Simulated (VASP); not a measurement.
Write the native input for VASP 6.6.1 that does the following.

```yaml
Task: single point
Functional: PBE
Potentials_or_basis: VASP PAW PBE potentials, release 64 (Tl_d)
Cutoff: 520 eV
k_mesh: 13 × 13 × 13
Occupations: fermi-dirac, width 0.05 eV
Spin: no spin polarisation
Dipole_correction: no
Further_INCAR_settings: ALGO = Normal; EDIFF = 1e-06; NBANDS = 12
```

The structure of Tl lies in POSCAR:

```
Tl
1.0
   -1.9728253286      1.9728253286      1.9728253286
    1.9728253286     -1.9728253286      1.9728253286
    1.9728253286      1.9728253286     -1.9728253286
Tl
1
Direct
    0.0000000000      0.0000000000      0.0000000000
```

This isn't the form of Tl at room conditions, which is hcp.

One way to write it, as run:

INCAR

```
PREC     = Accurate       # precision mode
ENCUT    = 520            # plane-wave cutoff, eV
EDIFF    = 1E-6           # SCF threshold, eV
ISMEAR   = -1             # smearing method
SIGMA    = 0.05           # smearing width, eV
LREAL    = False          # projectors in reciprocal space
LASPH    = True           # aspherical terms in the spheres
NELM     = 100            # most SCF steps
ALGO     = Normal         # electronic algorithm
ISIF     = 2              # what is computed and relaxed
LWAVE    = False          # write WAVECAR
LCHARG   = True           # write CHGCAR
GGA      = PE             # functional
LELF     = True           # ELF
LVHAR    = True         
NBANDS   = 12             # bands
```

KPOINTS

```
regular mesh
0
Gamma
  13 13 13
```

Potentials or basis: VASP PAW PBE potentials, release 64 (Tl_d).

The run is started by

```console
$ cat potpaw_PBE.64/Tl_d/POTCAR > POTCAR
$ mpirun -np 1 vasp_std > vasp.out
```

It gave:

| Property | Result |
| --- | --- |
| Pressure | 0.6 GPa |
| Band gap on the k mesh | zero (an odd number of electrons rules out a gap without spin polarisation) |

Caveat: spin-orbit coupling is left out, which moves the levels of the heavy elements.

Wall time 38 s on 1 thread of Intel Xeon 8259CL, with other jobs on the host, peak memory 0.17 GiB.
